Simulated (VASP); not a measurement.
SiO2, 9 atoms in the cell. It takes space group P6_422 (No. 181, hexagonal). The conventional cell has a = 5.061 Å, b = 5.061 Å, c = 5.541 Å, α = 90.00°, β = 90.00°, γ = 120.00°. Within 2.1 Å of Si (site symmetry 222) lie 4 O at 1.61 Å. O (site symmetry 2) has 2 Si at 1.61 Å within 2.1 Å. 

| Property | Result |
| --- | --- |
| Program | VASP 6.6.1 |
| Task | single point |
| Functional | PBEsol |
| Potentials or basis | VASP PAW PBE potentials, release 64 (Si, O) |
| Cutoff | 520 eV |
| k mesh | 6 × 6 × 4 |
| Occupations | gaussian, width 0.02 eV |
| Spin | no spin polarisation |
| Dipole correction | no |
| Further INCAR settings | ALGO = Normal; EDIFF = 1e-06; NBANDS = 34 |

Potentials or basis: VASP PAW PBE potentials, release 64 (Si, O).

Run with:

```bash
$ cat potpaw_PBE.64/Si/POTCAR potpaw_PBE.64/O/POTCAR > POTCAR
$ mpirun -np 1 vasp_std > vasp.out
```

Hardware: 1 thread of AMD EPYC 7R13 Processor (Zen 3) (shared host).

Q: How long does it take, and how much memory?

A: Wall time 65 s on 1 thread of AMD EPYC 7R13 Processor (Zen 3), with other jobs on the host, peak memory 0.23 GiB. Counts: scf iterations 14, k points 21.
